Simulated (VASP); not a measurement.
Input of a VASP 6.6.1 run:

The input INCAR:

```
PREC = Accurate
ENCUT = 600
EDIFF = 1E-6
ISMEAR = 0
SIGMA = 0.02
LREAL = False
LASPH = True
NELM = 80
ALGO = Normal
ISIF = 4
LWAVE = False
LCHARG = False
GGA = PS
IBRION = 2
NSW = 50
EDIFFG = -0.01
```

Contents of KPOINTS:

```
regular mesh
0
Gamma
  6 6 6
```

Contents of POSCAR:

```
B6As
1.0
    2.9461354423      1.7009520907      3.7513667688
   -2.9461354423      1.7009520907      3.7513667688
    0.0000000000     -3.4019041814      3.7513667688
B As
12 2
Direct
    0.0182330082      0.0182330082      0.3250559008
    0.0182330082      0.3250559008      0.0182330082
    0.8210490694      0.2734701211      0.8210490694
    0.8210490694      0.8210490694      0.2734701211
    0.2734701211      0.8210490694      0.8210490694
    0.7265298789      0.1789509306      0.1789509306
    0.1789509306      0.7265298789      0.1789509306
    0.1789509306      0.1789509306      0.7265298789
    0.9817669918      0.6749440992      0.9817669918
    0.9817669918      0.9817669918      0.6749440992
    0.6749440992      0.9817669918      0.9817669918
    0.3250559008      0.0182330082      0.0182330082
    0.6018302168      0.6018302168      0.6018302168
    0.3981697832      0.3981697832      0.3981697832
```

Potentials or basis: VASP PAW PBE potentials, release 64 (B, As).

Run with:

```console
$ cat potpaw_PBE.64/B/POTCAR potpaw_PBE.64/As/POTCAR > POTCAR
$ mpirun -np 1 vasp_std > vasp.out
```

Q: What does it give for the band gap on the k mesh?

A: 2.55 eV (least direct gap 2.60 eV).

Stress tensor (GPa, compression positive):
```
31.19  0.00  0.00
 0.00 31.19  0.00
 0.00  0.00 31.09
```

Caveat: the PAW data sets were made with another functional, which shifts forces and pressure a little. A k mesh can miss the band edges.
